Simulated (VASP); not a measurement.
Write the native input for VASP 6.6.1 that does the following.

| Property | Result |
| --- | --- |
| Task | single point |
| Functional | PBE |
| Potentials or basis | VASP PAW PBE potentials, release 64 (Si, Ni_sv_GW) |
| Cutoff | 510 eV |
| k mesh | 2 × 2 × 1 |
| Occupations | gaussian, width 0.1 eV |
| Spin | no spin polarisation |
| Dipole correction | yes |
| Further INCAR settings | ALGO = Normal; EDIFF = 1e-06; NBANDS = 90; NELMDL = -8 |

The structure of SiNi lies in POSCAR:

```
SiNi
1.0
    3.2583147222      0.0000000000      0.0000000000
    0.0000000000      4.7093899546      0.0000000000
    0.0000000000      0.0000000000     24.1658506980
Si Ni
7 7
Direct
    0.0000000000      0.8431827244      0.3103553065
    0.5000000000      0.1568172756      0.3735702043
    0.0000000000      0.8431827244      0.4367851022
    0.5000000000      0.1568172756      0.5000000000
    0.0000000000      0.8431827244      0.5632148978
    0.5000000000      0.1568172756      0.6264297957
    0.0000000000      0.8431827244      0.6896446935
    0.0000000000      0.3423059767      0.3103553065
    0.5000000000      0.6576940233      0.3735702043
    0.0000000000      0.3423059767      0.4367851022
    0.5000000000      0.6576940233      0.5000000000
    0.0000000000      0.3423059767      0.5632148978
    0.5000000000      0.6576940233      0.6264297957
    0.0000000000      0.3423059767      0.6896446935
```

The input as run:

INCAR

```
SYSTEM = SiNi
ALGO = Normal ; DIPOL = 0.5 0.5 0.500
EDIFF = 1E-6 ; ENCUT = 510
GGA = PE ; GGA_COMPAT = .False.
IDIPOL = 3 ; ISIF = 2
ISMEAR = 0 ; LASPH = .True.
LCHARG = .False. ; LDIPOL = .True.
LREAL = .False. ; LWAVE = .False.
NBANDS = 90 ; NELM = 120
NELMDL = -8 ; PREC = Accurate
SIGMA = 0.1
```

KPOINTS

```
k-points
0
Gamma
  2 2 1
  0 0 0
```

Potentials or basis: VASP PAW PBE potentials, release 64 (Si, Ni_sv_GW).

Run with:

```sh
$ cat potpaw_PBE.64/Si/POTCAR potpaw_PBE.64/Ni_sv_GW/POTCAR > POTCAR
$ mpirun -np 1 vasp_std > vasp.out
```

Results of the run:

* Largest force: 1.747 eV/Å
* Band gap on the k mesh: zero (bands 77 and 78 overlap by 1.81 eV)

Caveat: the k points lie up to 0.96 Å⁻¹ apart, too coarse for converged energies and pressures of a metal.

Wall time 8.9 min on 1 thread of Intel(R) Xeon(R) Platinum 8488C (Sapphire Rapids) (shared host), peak memory 0.45 GiB.
